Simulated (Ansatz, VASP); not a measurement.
**One calculation of Ge, two programs**

```
CELL_PARAMETERS angstrom
-1.70394 1.70394 1.70394
1.70394 -1.70394 1.70394
1.70394 1.70394 -1.70394
ATOMIC_POSITIONS crystal
Ge 0.00000 0.00000 0.00000
```

Alike in both runs: task single point; functional PBEsol; k mesh 15 × 15 × 15; occupations fermi-dirac, width 0.1 eV; no spin polarisation.

|  | VASP | Ansatz |
| --- | --- | --- |
| version | VASP 6.6.1 | Ansatz 0.2.0 |
| potentials or method | VASP PAW PBE potentials, release 64 (Ge_d), cutoff 520 eV | plane waves (420 eV) with PAW, scalar-relativistic |
| valence electrons in the cell | 14 | 14 |

Ansatz gave:

- pressure (GPa): -5.1

Question: Which values does VASP return?

Answer: Pressure (GPa): -5.2.

VASP's potentials were made for PBE, not for PBEsol, and Ansatz warns of the same on its side.
